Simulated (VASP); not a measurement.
Write the native input for VASP 6.6.1 that does the following.

| Item | Value |
| --- | --- |
| Task | single point |
| Functional | LDA |
| Potentials or basis | VASP PAW LDA potentials, release 64 (Nb_sv, H) |
| Cutoff | 520 eV |
| k mesh | 16 × 16 × 16 |
| Occupations | fermi-dirac, width 0.15 eV |
| Spin | no spin polarisation |
| Dipole correction | no |
| Further INCAR settings | ALGO = Normal; EDIFF = 1e-06; NBANDS = 14 |

The structure of NbH2 lies in POSCAR:

```
NbH2
1.0
    0.0000000000      2.2379736276      2.2379736276
    2.2379736276      0.0000000000      2.2379736276
    2.2379736276      2.2379736276      0.0000000000
Nb H
1 2
Direct
    0.0000000000      0.0000000000      0.0000000000
    0.2500000000      0.2500000000      0.2500000000
    0.7500000000      0.7500000000      0.7500000000
```

One way to write it, as run:

INCAR

```
SYSTEM = NbH2
ALGO     = Normal         ! electronic algorithm
EDIFF    = 1E-6           ! SCF threshold, eV
ENCUT    = 520            ! plane-wave cutoff, eV
GGA      = CA             ! functional
ISIF     = 2              ! what is computed and relaxed
ISMEAR   = -1             ! smearing method
LASPH    = .True.         ! aspherical terms in the spheres
LCHARG   = .False.        ! write CHGCAR
LREAL    = .False.        ! projectors in reciprocal space
LWAVE    = .False.        ! write WAVECAR
NBANDS   = 14             ! bands
NELM     = 100            ! most SCF steps
PREC     = Accurate       ! precision mode
SIGMA    = 0.15           ! smearing width, eV
```

KPOINTS

```
k-points
0
Gamma
  16 16 16
  0 0 0
```

Potentials or basis: VASP PAW LDA potentials, release 64 (Nb_sv, H).

Run with:

```console
$ cat potpaw_LDA.64/Nb_sv/POTCAR potpaw_LDA.64/H/POTCAR > POTCAR
$ mpirun -np 1 vasp_std > vasp.out
```

It gave:

The pressure is 2.8 GPa. The band gap on the k mesh is zero (an odd number of electrons rules out a gap without spin polarisation).

It took 45 s on 1 thread of Intel Xeon 8259CL (shared host), peak memory 0.16 GiB.
